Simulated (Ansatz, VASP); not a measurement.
Two plane-wave programs on Ta4O

The input INCAR:

```
SYSTEM = Ta4O
  ALGO = Normal
  EDIFF = 1E-6
  ENCUT = 520
  GGA = PE
  ISIF = 2
  ISMEAR = 0
  LASPH = .TRUE.
  LCHARG = .FALSE.
  LREAL = .FALSE.
  LWAVE = .FALSE.
  NBANDS = 33
  NELM = 60
  PREC = Accurate
  SIGMA = 0.15
```

Contents of KPOINTS:

```
k-points
0
G
  14 14 8
  0 0 0
```

The input POSCAR:

```
Ta4O
1.0
    3.3523482562      0.0000000000      0.0000000000
    0.0000000000      3.3523482562      0.0000000000
    0.0000000000      0.0000000000      7.1735250770
Ta O
4 1
Direct
    0.0000000000      0.0000000000      0.5000000000
    0.5000000000      0.5000000000      0.7829127273
    0.5000000000      0.5000000000      0.2170872727
    0.0000000000      0.0000000000      0.0000000000
    0.5000000000      0.5000000000      0.5000000000
```

Input for Ansatz:

```yaml
crystal:
  lattice:
    - [3.3523482562, 0.0, 0.0]
    - [0.0, 3.3523482562, 0.0]
    - [0.0, 0.0, 7.173525077]
  atoms:
    - { symbol: Ta, position: [0.0, 0.0, 0.5] }
    - { symbol: Ta, position: [0.5, 0.5, 0.7829127273] }
    - { symbol: Ta, position: [0.5, 0.5, 0.2170872727] }
    - { symbol: Ta, position: [0.0, 0.0, 0.0] }
    - { symbol: O, position: [0.5, 0.5, 0.5] }
basis:
  ecutwfc: 420
kpoints:
  mp_grid: { grid: [14, 14, 8] }
hamiltonian:
  xc: pbe
scf:
  occupations: { method: gaussian, width: 0.15 }
output:
  forces: true
  stress: true
  eigenvalues: true
  write_density: true
  write_potential: true
  elf: true
  volumetric_format: npy
```

Change from the starting cell: strain +0.030 along x and y, -0.030 along z, atoms carried along.

Alike in both runs: task single point; functional PBE; k mesh 14 × 14 × 8; occupations gaussian, width 0.15 eV; no spin polarisation.

|  | VASP | Ansatz |
| --- | --- | --- |
| version | VASP 6.6.1 | Ansatz 0.2.0 |
| potentials or method | VASP PAW PBE potentials, release 64 (Ta_pv, O), cutoff 520 eV | scalar-relativistic, plane waves, PAW |
| valence electrons in the cell | 50 | 58 |

|  | VASP | Ansatz | Ansatz less VASP |
| --- | --- | --- | --- |
| gap on the k mesh at the Fermi level (eV) | none | none | - |
| pressure (GPa) | -3.0 | -3.2 | -0.22 |
| traceless stress, the component that is largest in VASP (GPa) | 8.14 | 7.95 | -0.189 |
| rms of the force components (eV/Å) | 0.235 | 0.217 | -0.0178 |

Atom by atom the forces differ by 0.018 eV/Å (rms over components). A gap of «none» marks a metal or a gap that the smearing closes. VASP's potentials hold 50 valence electrons a cell and Ansatz's 58, so a difference there can come from the potentials and not from the codes.

Neither program's run includes spin-orbit coupling.
